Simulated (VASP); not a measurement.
# CdS (I-4m2) in VASP: single point with PBE

Aim: the single point of CdS with PBE.

All numbers are computed with VASP 6.6.1; they aren't measurements. Logs are shortened: lines on timing, memory, paths and dates and some standing lists are left out, and cuts for length are marked.

## (1) The cell of the first run

It takes space group I-4m2 (No. 119, tetragonal). The conventional cell has a = 4.137 Å, b = 4.137 Å, c = 5.918 Å, α = 90.00°, β = 90.00°, γ = 90.00°. Within 3.4 Å of Cd (site symmetry -4m2) lie 4 S at 2.54 Å. Within 3.4 Å of S (site symmetry -4m2) lie 4 Cd at 2.54 Å.

## (2) Single point, PBE (epitaxial xy strain -0.5%)

File INCAR:

```
SYSTEM = CdS
ALGO = Normal
EDIFF = 1E-6
ENCUT = 630
GGA = PE
GGA_COMPAT = .FALSE.
ISIF = 2
ISMEAR = -1
LASPH = .TRUE.
LCHARG = .TRUE.
LELF = .TRUE.
LREAL = .FALSE.
LVHAR = .TRUE.
LWAVE = .FALSE.
NBANDS = 20
NELM = 120
PREC = Accurate
SIGMA = 0.02
```

File KPOINTS:

```
k-points
0
G
  8 8 8
  0 0 0
```

File POSCAR:

```
CdS
1.0
    0.0000000000      2.9254005319      2.9589686818
    2.9254005319      0.0000000000      2.9589686818
    2.9254005319      2.9254005319      0.0000000000
Cd S
1 1
Direct
    0.0000000000      0.0000000000      0.0000000000
    0.2500000000      0.2500000000      0.2500000000
```

Potentials or basis: VASP PAW PBE potentials, release 64 (Cd_sv_GW, S).

Run with:

```
cat potpaw_PBE.64/Cd_sv_GW/POTCAR potpaw_PBE.64/S/POTCAR > POTCAR
mpirun -np 1 vasp_std > vasp.out
```

OUTCAR:

```text
SYSTEM = CdS
   EDIFF = 1E-6
   ENCUT = 630
   GGA = PE
   ISIF = 2
   ISMEAR = -1
   LASPH = .TRUE.
   LREAL = .FALSE.
   NELM = 120
   PREC = Accurate

 ion  position               nearest neighbor table
   1  0.000  0.000  0.000-   2 2.54   2 2.54   2 2.54   2 2.54
   2  0.250  0.250  0.250-   1 2.54   1 2.54   1 2.54   1 2.54

  LATTYP: Found a body centered tetragonal cell.
 ALAT       =     4.1371411076
 C/A-ratio  =     1.4304412660

  Lattice vectors:

 A1 = (  -2.9254005319,   0.0000000000,   2.9589686818)
 A2 = (   2.9254005319,   0.0000000000,   2.9589686818)
 A3 = (   0.0000000000,   2.9254005319,  -2.9589686818)

Analysis of symmetry for initial positions (statically):
=====================================================================
 Subroutine PRICEL returns:
 Original cell was already a primitive cell.

 Routine SETGRP: Setting up the symmetry group for a
 body centered tetragonal supercell.

 Subroutine GETGRP returns: Found  8 space group operations
 (whereof  8 operations were pure point group operations)
 out of a pool of 16 trial point group operations.

The static configuration has the point symmetry D_2d.

Analysis of symmetry for dynamics (positions and initial velocities):
=====================================================================
 Subroutine PRICEL returns:
 Original cell was already a primitive cell.

 Routine SETGRP: Setting up the symmetry group for a
 body centered tetragonal supercell.

 Subroutine GETGRP returns: Found  8 space group operations
 (whereof  8 operations were pure point group operations)
 out of a pool of 16 trial point group operations.

The dynamic configuration has the point symmetry D_2d.

 Subroutine INISYM returns: Found  8 space group operations
 (whereof  8 operations are pure point group operations),
 and found     1 'primitive' translations

----------------------------------------------------------------------------------------

                                     Primitive cell

  volume of cell :      50.6455

  direct lattice vectors                    reciprocal lattice vectors
     0.000000000  2.925400532  2.958968682    -0.170916767  0.170916767  0.168977794
     2.925400532  0.000000000  2.958968682     0.170916767 -0.170916767  0.168977794
     2.925400532  2.925400532  0.000000000     0.170916767  0.170916767 -0.168977794

  length of vectors
     4.160945077  4.160945077  4.137141108     0.294921307  0.294921307  0.294921307

  position of ions in fractional coordinates (direct lattice)
     0.000000000  0.000000000  0.000000000
     0.250000000  0.250000000  0.250000000

  ion indices of the primitive-cell ions
   primitive index   ion index
                 1           1
                 2           2

----------------------------------------------------------------------------------------

 KPOINTS: k-points

Automatic generation of k-mesh.
 Grid dimensions read from file:
 generate k-points for:    8    8    8

 Generating k-lattice:

  Cartesian coordinates                     Fractional coordinates (reciprocal lattice)
    -0.021364596  0.021364596  0.021122224     0.125000000  0.000000000  0.000000000
     0.021364596 -0.021364596  0.021122224     0.000000000  0.125000000  0.000000000
     0.021364596  0.021364596 -0.021122224     0.000000000  0.000000000  0.125000000

  Length of vectors
     0.036865163  0.036865163  0.036865163

  Shift w.r.t. Gamma in fractional coordinates (k-lattice)
     0.000000000  0.000000000  0.000000000

 Subroutine IBZKPT returns following result:
 ===========================================

 Found     59 irreducible k-points:

 Following reciprocal coordinates:
            Coordinates               Weight
  0.000000  0.000000  0.000000      1.000000
  0.125000  0.000000  0.000000      8.000000
  0.250000  0.000000  0.000000      8.000000
  0.375000  0.000000  0.000000      8.000000
  0.500000  0.000000  0.000000      4.000000
  0.125000  0.125000  0.000000      2.000000
[... 16 lines left out ...]
  0.250000  0.000000  0.125000     16.000000
  0.375000  0.000000  0.125000     16.000000
 [... further k-points ...]
   k-points           NKPTS =     59   k-points in BZ     NKDIM =     59   number of bands    NBANDS=     20
   number of dos      NEDOS =    301   number of ions     NIONS =      2
   total plane-waves  NPLWV =  46656
   dimension x,y,z NGX =    36 NGY =   36 NGZ =   36
   dimension x,y,z NGXF=    72 NGYF=   72 NGZF=   72
   ions per type =               1   1
   NGX,Y,Z   is equivalent  to a cutoff of  14.38, 14.38, 14.47 a.u.
   NGXF,Y,Z  is equivalent  to a cutoff of  28.77, 28.77, 28.93 a.u.
 SYSTEM =  CdS
   PREC   = accura    normal or accurate (medium, high low for compatibility)
   ISTART =      0    job   : 0-new  1-cont  2-samecut
   ICHARG =      2    charge: 1-file 2-atom 10-const
   ISPIN  =      1    spin polarized calculation?
   LNONCOLLINEAR =      F non collinear calculations
   LSORBIT =      F    spin-orbit coupling
   LASPH  =      T    aspherical Exc in radial PAW
   ENCUT  =  630.0 eV  46.30 Ry    6.80 a.u.   8.52  8.52  8.47*2*pi/ulx,y,z
   NELM   =    120;   NELMIN=  2; NELMDL= -5     # of ELM steps
   EDIFF  = 0.1E-05   stopping-criterion for ELM
   LREAL  =      F    real-space projection
   EDIFFG = 0.1E-04   stopping-criterion for IOM
   NSW    =      0    number of steps for IOM
   IBRION =     -1    ionic relax: 0-MD 1-quasi-New 2-CG
   NFREE  =      0    steps in history (QN), initial steepest desc. (CG)
   ISIF   =      2    stress and relaxation
   ISYM   =      2    0-nonsym 1-usesym 2-fastsym
   POTIM  = 0.5000    time-step for ionic-motion
   TEBEG  =    0.0;   TEEND  =   0.0 temperature during run
   PSTRESS=    0.0 pullay stress
   NELECT =      26.0000    total number of electrons
   NUPDOWN=      -1.0000    fix difference up-down
   EMIN   =  10.00;   EMAX   =-10.00  energy-range for DOS
   EFERMI =   0.00;   METHOD = LEGACY
   ISMEAR =    -1;   SIGMA  =   0.02  broadening in eV -4-tet -1-fermi 0-gaus
   EFERMI_NEDOS =   21; number of points for ismear=-14 and -15
   IALGO  =     38    algorithm
   IMIX   =      4    mixing-type and parameters
     AMIX     =   0.40;   BMIX     =  1.00
     AMIX_MAG =   1.60;   BMIX_MAG =  1.00
  volume/ion in A,a.u.               =      25.32       170.89
  Fermi-wavevector in a.u.,A,eV,Ry     =   1.310848  2.477143 23.379189  1.718322
  Thomas-Fermi vector in A             =   2.441350
   LORBIT       =      0    0 simple, 1 ext, 2 COOP (PROOUT), +10 PAW based schemes
   GGA     = PE    functional components
   LHFCALC =     F    Hartree Fock is set to
   AEXX    =    0.0000 exact exchange contribution
   IVDW    =     0    specifies the selected vdW correction
   LEPSILON=     F    determine dielectric tensor
   LRPA    =     F    only Hartree local field effects (RPA)
 non-spin polarized calculation
  energy-cutoff  :      630.00
  volume of cell :       50.65
 maximum number of plane-waves:      1840
 NGX is ok and might be reduce to    36
   NGX = 17   NGY = 17   NGZ = 17

 number of electron      26.0000001 magnetization

 Free energy of the ion-electron system (eV)
  ---------------------------------------------------
  ext. energy  EPLUGINS =         0.00000000
  ---------------------------------------------------
  free energy    TOTEN  =        -6.21505869 eV

  energy without entropy =       -6.21505869  energy(sigma->0) =       -6.21505869

 E-fermi :   3.2820     XC(G=0):  -9.1632

 val. band max:        2.6618051851   @ k =   0.0000   0.0000   0.0000
 cond. band min:       3.7499270124   @ k =   0.0000   0.0000   0.0000
 fundamental gap:      1.0881218273
 Fermi energy:         3.2819816330

 k-point     1 :       0.0000    0.0000    0.0000
  band No.  band energies     occupation
      1     -98.6433      2.00000
      2     -59.7060      2.00000
      3     -59.7060      2.00000
      4     -59.7031      2.00000
      5      -9.5898      2.00000
      6      -5.0041      2.00000
[... 12 lines left out ...]
     19      14.0442      0.00000
     20      14.1805      0.00000

 k-point     2 :       0.1250    0.0000    0.0000
  band No.  band energies     occupation
      1     -98.6433      2.00000
      2     -59.7061      2.00000
      3     -59.7060      2.00000
      4     -59.7031      2.00000
      5      -9.5301      2.00000
      6      -4.9810      2.00000
[... 12 lines left out ...]
     19      13.5623      0.00000
     20      14.5565      0.00000

 k-point     3 :       0.2500    0.0000    0.0000
  band No.  band energies     occupation
      1     -98.6433      2.00000
      2     -59.7062      2.00000
      3     -59.7060      2.00000
      4     -59.7032      2.00000
      5      -9.3853      2.00000
      6      -4.9350      2.00000
[... 12 lines left out ...]
     19      13.2831      0.00000
     20      13.9060      0.00000

 k-point     4 :       0.3750    0.0000    0.0000
  band No.  band energies     occupation
      1     -98.6432      2.00000
      2     -59.7064      2.00000
      3     -59.7061      2.00000
      4     -59.7033      2.00000
      5      -9.2404      2.00000
      6      -4.9001      2.00000
[... 12 lines left out ...]
     19      14.0669      0.00000
     20      14.0911      0.00000

 k-point     5 :       0.5000    0.0000    0.0000
  band No.  band energies     occupation
      1     -98.6432      2.00000
      2     -59.7064      2.00000
      3     -59.7061      2.00000
      4     -59.7033      2.00000
      5      -9.1809      2.00000
      6      -4.8894      2.00000
[... 12 lines left out ...]
     19      15.0465      0.00000
     20      15.1061      0.00000
[... 353 lines left out ...]
      6      -4.7883      2.00000
[... 12 lines left out ...]
     19      14.8776      0.00000
     20      16.0167      0.00000

 k-point    22 :       0.1250    0.0000    0.1250
  band No.  band energies     occupation
      1     -98.6433      2.00000
      2     -59.7061      2.00000
      3     -59.7060      2.00000
      4     -59.7031      2.00000
      5      -9.5099      2.00000
      6      -4.9624      2.00000
[... 12 lines left out ...]
     19      14.1463      0.00000
     20      15.2002      0.00000

 k-point    23 :       0.2500    0.0000    0.1250
  band No.  band energies     occupation
      1     -98.6433      2.00000
      2     -59.7062      2.00000
      3     -59.7061      2.00000
      4     -59.7032      2.00000
      5      -9.3935      2.00000
      6      -4.9288      2.00000
[... 12 lines left out ...]
     19      14.0240      0.00000
     20      15.2596      0.00000

 k-point    24 :       0.3750    0.0000    0.1250
  band No.  band energies     occupation
      1     -98.6433      2.00000
      2     -59.7063      2.00000
      3     -59.7061      2.00000
      4     -59.7033      2.00000
      5      -9.2494      2.00000
      6      -4.8920      2.00000
[... 12 lines left out ...]
     19      14.5290      0.00000
     20      14.7526      0.00000

 [... further k-points ...]

------------------------ aborting loop because EDIFF is reached ----------------------------------------

  FORCE on cell =-STRESS in cart. coord.  units (eV):
  Direction    XX          YY          ZZ          XY          YZ          ZX
  --------------------------------------------------------------------------------------
  -------------------------------------------------------------------------------------
  Total        0.4690943      0.4690943      0.4018756      0.0000000      0.0000000      0.0000000
  in kB       14.8398577     14.8398577     12.7133842      0.0000000      0.0000000      0.0000000
  external PRESSURE =      14.1310332 kB  Pullay stress =       0.0000000 kB

 VOLUME and BASIS-vectors are now :
 -----------------------------------------------------------------------------
  energy-cutoff  :      630.00
  volume of cell :       50.65
      direct lattice vectors                 reciprocal lattice vectors
     0.000000000  2.925400532  2.958968682    -0.170916767  0.170916767  0.168977794
     2.925400532  0.000000000  2.958968682     0.170916767 -0.170916767  0.168977794
     2.925400532  2.925400532  0.000000000     0.170916767  0.170916767 -0.168977794

 POSITION                                       TOTAL-FORCE (eV/Angst)
 -----------------------------------------------------------------------------------
      0.00000      0.00000      0.00000        -0.000000      0.000000     -0.000000
      1.46270      1.46270      1.47948         0.000000     -0.000000      0.000000
 -----------------------------------------------------------------------------------
    total drift:                                0.000000      0.000000     -0.000000

  FREE ENERGIE OF THE ION-ELECTRON SYSTEM (eV)
  ---------------------------------------------------
  free  energy   TOTEN  =        -6.2150586945 eV

  energy  without entropy=       -6.2150586945  energy(sigma->0) =       -6.21505869
```

It took 45 s on 1 thread of Intel Xeon 6975P-C (Granite Rapids), shared host; peak memory 0.26 GiB.

Results:

- Free energy: -6.2151 eV
- Pressure: 1.4 GPa
- Band gap on the k mesh: 1.09 eV

Levels at points of the mesh, in eV from the valence-band top:
| k point | band 10 | band 11 | band 12 | band 13 | band 14 | band 15 | band 16 | band 17 |
| --- | --- | --- | --- | --- | --- | --- | --- | --- |
| (0.00, 0.00, 0.00) | -7.21 | -0.03 | 0.00 | 0.00 | 1.09 | 6.55 | 6.55 | 6.55 |
| (0.50, 0.00, 0.00) | -6.85 | -4.28 | -0.75 | -0.71 | 2.97 | 6.97 | 7.05 | 7.39 |
| (0.50, 0.50, 0.00) | -6.80 | -3.91 | -1.79 | -1.79 | 3.61 | 4.38 | 9.03 | 10.67 |
| (0.50, 0.00, 0.50) | -6.78 | -3.85 | -1.84 | -1.82 | 3.57 | 4.29 | 9.14 | 10.58 |

Caveat: the cell differs from its parent crystal (epitaxial xy strain -0.5%); the structure was generated, so it needn't be the stable form of CdS.
